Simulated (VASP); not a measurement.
# ZnS (P2_1) in VASP: single point with PBE

Aim: the single point of ZnS with PBE.

Program: VASP 6.6.1. These are calculated values, not measurements. Logs are shortened: lines on timing, memory, paths and dates and some standing lists are left out, and cuts for length are marked.

## 1. The cell of the first run

It takes space group P2_1 (No. 4, monoclinic). The conventional cell has a = 3.795 Å, b = 6.234 Å, c = 3.811 Å, α = 90.00°, β = 119.57°, γ = 90.00°. Zn (site symmetry 1) has 4 S at 2.31 to 2.40 Å within 3.0 Å. S (site symmetry 1) has 4 Zn at 2.31 to 2.40 Å within 3.0 Å.

## 2. Single point, PBE (strain -0.0100 x Voigt [0, 0, 0, 0, 0, 1])

The input, INCAR:

```
PREC = Accurate
ENCUT = 520
EDIFF = 1E-6
ISMEAR = 0
SIGMA = 0.05
LREAL = False
LASPH = True
NELM = 100
ALGO = Normal
ISIF = 2
LWAVE = False
LCHARG = False
GGA = PE
NBANDS = 26
```

The input, KPOINTS:

```
regular mesh
0
Gamma
  12 12 6
```

The input, POSCAR:

```
ZnS
1.0
    3.8109987816     -0.0190549939      0.0000000000
   -1.9220014996      3.3099492556      0.0000000000
    0.0000000000      0.0000000000      6.2340000000
Zn S
2 2
Direct
    0.3333333333      0.6666666667      0.0000000000
    0.6666666667      0.3333333333      0.5000000000
    0.3333333333      0.6666666667      0.3850000000
    0.6666666667      0.3333333333      0.8850000000
```

Potentials or basis: VASP PAW PBE potentials, release 64 (Zn, S).

Command:

```sh
> cat potpaw_PBE.64/Zn/POTCAR potpaw_PBE.64/S/POTCAR > POTCAR
> mpirun -np 1 vasp_std > vasp.out
```

OUTCAR:

```text
PREC = Accurate
   ENCUT = 520
   EDIFF = 1E-6
   ISMEAR = 0
   LREAL = False
   LASPH = True
   NELM = 100
   ISIF = 2
   GGA = PE

 ion  position               nearest neighbor table
   1  0.333  0.667  0.000-   4 2.31   4 2.31   4 2.32   3 2.40
   2  0.667  0.333  0.500-   3 2.31   3 2.31   3 2.32   4 2.40
   3  0.333  0.667  0.385-   2 2.31   2 2.31   2 2.32   1 2.40
   4  0.667  0.333  0.885-   1 2.31   1 2.31   1 2.32   2 2.40

  LATTYP: Found a simple monoclinic cell.
 ALAT       =     3.7945086339
 B/A-ratio  =     1.6429004652
 C/A-ratio  =     1.0043583469
 COS(beta)  =    -0.4934813925

  Lattice vectors:

 A1 = (   1.8889972820,   3.2908942617,   0.0000000000)
 A2 = (   0.0000000000,   0.0000000000,  -6.2340000000)
 A3 = (  -3.8109987816,   0.0190549939,   0.0000000000)

Analysis of symmetry for initial positions (statically):
=====================================================================
 Subroutine PRICEL returns:
 Original cell was already a primitive cell.

 Routine SETGRP: Setting up the symmetry group for a
 simple monoclinic supercell.

 Subroutine GETGRP returns: Found  2 space group operations
 (whereof  1 operations were pure point group operations)
 out of a pool of  4 trial point group operations.

The static configuration has the point symmetry C_1 .
 The point group associated with its full space group is C_2 .

Analysis of symmetry for dynamics (positions and initial velocities):
=====================================================================
 Subroutine PRICEL returns:
 Original cell was already a primitive cell.

 Routine SETGRP: Setting up the symmetry group for a
 simple monoclinic supercell.

 Subroutine GETGRP returns: Found  2 space group operations
 (whereof  1 operations were pure point group operations)
 out of a pool of  4 trial point group operations.

The dynamic configuration has the point symmetry C_1 .
 The point group associated with its full space group is C_2 .

 Subroutine INISYM returns: Found  2 space group operations
 (whereof  1 operations are pure point group operations),
 and found     1 'primitive' translations

----------------------------------------------------------------------------------------

                                     Primitive cell

  volume of cell :      78.4087

  direct lattice vectors                    reciprocal lattice vectors
     3.810998782 -0.019054994  0.000000000     0.263162463  0.152811602  0.000000000
    -1.922001500  3.309949256  0.000000000     0.001514996  0.302999154  0.000000000
     0.000000000  0.000000000  6.234000000     0.000000000  0.000000000  0.160410651

  length of vectors
     3.811046419  3.827512748  6.234000000     0.304312122  0.303002941  0.160410651

  position of ions in fractional coordinates (direct lattice)
     0.333333333  0.666666667  0.000000000
     0.666666667  0.333333333  0.500000000
     0.333333333  0.666666667  0.385000000
     0.666666667  0.333333333  0.885000000

  ion indices of the primitive-cell ions
   primitive index   ion index
                 1           1
                 2           2
                 3           3
                 4           4

----------------------------------------------------------------------------------------

 KPOINTS: regular mesh

Automatic generation of k-mesh.
 Grid dimensions read from file:
 generate k-points for:   12   12    6

 Generating k-lattice:

  Cartesian coordinates                     Fractional coordinates (reciprocal lattice)
     0.021930205  0.012734300  0.000000000     0.083333333  0.000000000  0.000000000
     0.000126250  0.025249929  0.000000000    -0.000000000  0.083333333  0.000000000
     0.000000000  0.000000000  0.026735109     0.000000000  0.000000000  0.166666667

  Length of vectors
     0.025359343  0.025250245  0.026735109

  Shift w.r.t. Gamma in fractional coordinates (k-lattice)
     0.000000000  0.000000000  0.000000000

 Subroutine IBZKPT returns following result:
 ===========================================

 Found    296 irreducible k-points:

 Following reciprocal coordinates:
            Coordinates               Weight
  0.000000  0.000000  0.000000      1.000000
  0.083333  0.000000  0.000000      2.000000
  0.166667 -0.000000  0.000000      2.000000
  0.250000  0.000000  0.000000      2.000000
  0.333333 -0.000000  0.000000      2.000000
  0.416667 -0.000000  0.000000      2.000000
[... 16 lines left out ...]
  0.250000  0.166667  0.000000      2.000000
  0.333333  0.166667  0.000000      2.000000
 [... further k-points ...]
   k-points           NKPTS =    296   k-points in BZ     NKDIM =    296   number of bands    NBANDS=     26
   number of dos      NEDOS =    301   number of ions     NIONS =      4
   total plane-waves  NPLWV =  37632
   dimension x,y,z NGX =    28 NGY =   28 NGZ =   48
   dimension x,y,z NGXF=    56 NGYF=   56 NGZF=   96
   ions per type =               2   2
   NGX,Y,Z   is equivalent  to a cutoff of  12.21, 12.16, 12.80 a.u.
   NGXF,Y,Z  is equivalent  to a cutoff of  24.43, 24.32, 25.60 a.u.
 SYSTEM =  unknown system
   PREC   = accura    normal or accurate (medium, high low for compatibility)
   ISTART =      0    job   : 0-new  1-cont  2-samecut
   ICHARG =      2    charge: 1-file 2-atom 10-const
   ISPIN  =      1    spin polarized calculation?
   LNONCOLLINEAR =      F non collinear calculations
   LSORBIT =      F    spin-orbit coupling
   LASPH  =      T    aspherical Exc in radial PAW
   ENCUT  =  520.0 eV  38.22 Ry    6.18 a.u.   7.09  7.12 11.59*2*pi/ulx,y,z
   NELM   =    100;   NELMIN=  2; NELMDL= -5     # of ELM steps
   EDIFF  = 0.1E-05   stopping-criterion for ELM
   LREAL  =      F    real-space projection
   EDIFFG = 0.1E-04   stopping-criterion for IOM
   NSW    =      0    number of steps for IOM
   IBRION =     -1    ionic relax: 0-MD 1-quasi-New 2-CG
   NFREE  =      0    steps in history (QN), initial steepest desc. (CG)
   ISIF   =      2    stress and relaxation
   ISYM   =      2    0-nonsym 1-usesym 2-fastsym
   POTIM  = 0.5000    time-step for ionic-motion
   TEBEG  =    0.0;   TEEND  =   0.0 temperature during run
   PSTRESS=    0.0 pullay stress
   NELECT =      36.0000    total number of electrons
   NUPDOWN=      -1.0000    fix difference up-down
   EMIN   =  10.00;   EMAX   =-10.00  energy-range for DOS
   EFERMI =   0.00;   METHOD = LEGACY
   ISMEAR =     0;   SIGMA  =   0.05  broadening in eV -4-tet -1-fermi 0-gaus
   EFERMI_NEDOS =   21; number of points for ismear=-14 and -15
   IALGO  =     38    algorithm
   IMIX   =      4    mixing-type and parameters
     AMIX     =   0.40;   BMIX     =  1.00
     AMIX_MAG =   1.60;   BMIX_MAG =  1.00
  volume/ion in A,a.u.               =      19.60       132.28
  Fermi-wavevector in a.u.,A,eV,Ry     =   1.262954  2.386637 21.702018  1.595053
  Thomas-Fermi vector in A             =   2.396336
   LORBIT       =      0    0 simple, 1 ext, 2 COOP (PROOUT), +10 PAW based schemes
   GGA     = PE    functional components
   LHFCALC =     F    Hartree Fock is set to
   AEXX    =    0.0000 exact exchange contribution
   IVDW    =     0    specifies the selected vdW correction
   LEPSILON=     F    determine dielectric tensor
   LRPA    =     F    only Hartree local field effects (RPA)
 non-spin polarized calculation
 Gauss-broadening in eV      SIGMA  =   0.05
  energy-cutoff  :      520.00
  volume of cell :       78.41
 maximum number of plane-waves:      2138
   NGX = 15   NGY = 15   NGZ = 23

 number of electron      35.9999978 magnetization

 Free energy of the ion-electron system (eV)
  ---------------------------------------------------
  ext. energy  EPLUGINS =         0.00000000
  ---------------------------------------------------
  free energy    TOTEN  =       -13.65262040 eV

  energy without entropy =      -13.65262040  energy(sigma->0) =      -13.65262040

 E-fermi :   2.4470     XC(G=0):  -9.6514

 val. band max:        2.1702581566   @ k =   0.0000   0.0000   0.0000
 cond. band min:       4.4151022869   @ k =   0.0000   0.0000   0.0000
 fundamental gap:      2.2448441304
 Fermi energy:         2.4470196572

 k-point     1 :       0.0000    0.0000    0.0000
  band No.  band energies     occupation
      1     -11.0313      2.00000
      2     -10.1083      2.00000
      3      -4.2078      2.00000
      4      -4.2051      2.00000
      5      -4.1445      2.00000
      6      -4.1420      2.00000
[... 18 lines left out ...]
     25       9.8432      0.00000
     26      11.4716      0.00000

 k-point     2 :       0.0833    0.0000    0.0000
  band No.  band energies     occupation
      1     -10.9828      2.00000
      2     -10.0799      2.00000
      3      -4.2123      2.00000
      4      -4.1933      2.00000
      5      -4.1384      2.00000
      6      -4.1279      2.00000
[... 18 lines left out ...]
     25       9.9637      0.00000
     26      11.1739      0.00000

 k-point     3 :       0.1667   -0.0000    0.0000
  band No.  band energies     occupation
      1     -10.8438      2.00000
      2     -10.0027      2.00000
      3      -4.2198      2.00000
      4      -4.1618      2.00000
      5      -4.1270      2.00000
      6      -4.0908      2.00000
[... 18 lines left out ...]
     25      10.4726      0.00000
     26      10.5815      0.00000

 k-point     4 :       0.2500    0.0000    0.0000
  band No.  band energies     occupation
      1     -10.6349      2.00000
      2      -9.9010      2.00000
      3      -4.2179      2.00000
      4      -4.1223      2.00000
      5      -4.1081      2.00000
      6      -4.0333      2.00000
[... 18 lines left out ...]
     25      10.6389      0.00000
     26      11.1114      0.00000

 k-point     5 :       0.3333   -0.0000    0.0000
  band No.  band energies     occupation
      1     -10.3935      2.00000
      2      -9.8116      2.00000
      3      -4.1984      2.00000
      4      -4.0890      2.00000
      5      -4.0733      2.00000
      6      -3.9609      2.00000
[... 18 lines left out ...]
     25      10.8471      0.00000
     26      11.8843      0.00000

 k-point     6 :       0.4167   -0.0000    0.0000
  band No.  band energies     occupation
      1     -10.1783      2.00000
      2      -9.7699      2.00000
      3      -4.1766      2.00000
      4      -4.0694      2.00000
      5      -4.0043      2.00000
      6      -3.9140      2.00000
[... 427 lines left out ...]
 k-point    21 :       0.0833    0.1667    0.0000
  band No.  band energies     occupation
      1     -10.7160      2.00000
      2      -9.9385      2.00000
      3      -4.2139      2.00000
      4      -4.1431      2.00000
      5      -4.1099      2.00000
      6      -4.0710      2.00000
[... 18 lines left out ...]
     25      10.5459      0.00000
     26      11.0049      0.00000

 k-point    22 :       0.1667    0.1667    0.0000
  band No.  band energies     occupation
      1     -10.5220      2.00000
      2      -9.8545      2.00000
      3      -4.1818      2.00000
      4      -4.1292      2.00000
      5      -4.0598      2.00000
      6      -4.0489      2.00000
[... 18 lines left out ...]
     25      10.8996      0.00000
     26      11.0856      0.00000

 k-point    23 :       0.2500    0.1667    0.0000
  band No.  band energies     occupation
      1     -10.2990      2.00000
      2      -9.7858      2.00000
      3      -4.1406      2.00000
      4      -4.1008      2.00000
      5      -4.0139      2.00000
      6      -3.9847      2.00000
[... 18 lines left out ...]
     25      10.8440      0.00000
     26      11.3370      0.00000

 k-point    24 :       0.3333    0.1667    0.0000
  band No.  band energies     occupation
      1     -10.0987      2.00000
      2      -9.7635      2.00000
      3      -4.1371      2.00000
      4      -4.0572      2.00000
      5      -3.9224      2.00000
      6      -3.9209      2.00000
[... 18 lines left out ...]
     25      11.3336      0.00000
     26      11.8222      0.00000

 [... further k-points ...]
[... 5 lines left out ...]
  --------------------------------------------------------------------------------------
  -------------------------------------------------------------------------------------
  Total        1.5619201      1.5597682      0.5503469      0.2913965      0.0000000      0.0000000
  in kB       31.9157606     31.8717901     11.2456080      5.9542992      0.0000000      0.0000000
  external PRESSURE =      25.0110529 kB  Pullay stress =       0.0000000 kB

 VOLUME and BASIS-vectors are now :
 -----------------------------------------------------------------------------
  energy-cutoff  :      520.00
  volume of cell :       78.41
      direct lattice vectors                 reciprocal lattice vectors
     3.810998782 -0.019054994  0.000000000     0.263162463  0.152811602  0.000000000
    -1.922001500  3.309949256  0.000000000     0.001514996  0.302999154  0.000000000
     0.000000000  0.000000000  6.234000000     0.000000000  0.000000000  0.160410651

 POSITION                                       TOTAL-FORCE (eV/Angst)
 -----------------------------------------------------------------------------------
     -0.01100      2.20028      0.00000         0.059268      0.001001      0.323486
      1.90000      1.09061      3.11700        -0.059268     -0.001001      0.323486
     -0.01100      2.20028      2.40009         0.073653      0.001023     -0.323486
      1.90000      1.09061      5.51709        -0.073653     -0.001023     -0.323486
 -----------------------------------------------------------------------------------
    total drift:                               -0.000000     -0.000000      0.000463

  FREE ENERGIE OF THE ION-ELECTRON SYSTEM (eV)
  ---------------------------------------------------
  free  energy   TOTEN  =       -13.6526203955 eV

  energy  without entropy=      -13.6526203955  energy(sigma->0) =      -13.65262040
```

It took 7.1 min on 1 thread of Intel Xeon Platinum 8259CL at 2.50GHz (Skylake/Cascade Lake), shared host; peak memory 0.56 GiB.

Results:

* Free energy: -13.6526 eV
* Pressure: 2.5 GPa
* Largest force: 0.332 eV/Å
* Band gap on the k mesh: 2.24 eV, direct

Forces in eV/Å, atoms in the order of the input:
```
Zn   0.059  0.001  0.323
Zn  -0.059 -0.001  0.323
S    0.074  0.001 -0.323
S   -0.074 -0.001 -0.323
```

Stress tensor (GPa, compression positive):
```
3.19 0.60 0.00
0.60 3.19 0.00
0.00 0.00 1.12
```

Caveat: the cell differs from its parent crystal (strain -0.0100 x Voigt [0, 0, 0, 0, 0, 1]). A k mesh can miss the band edges.
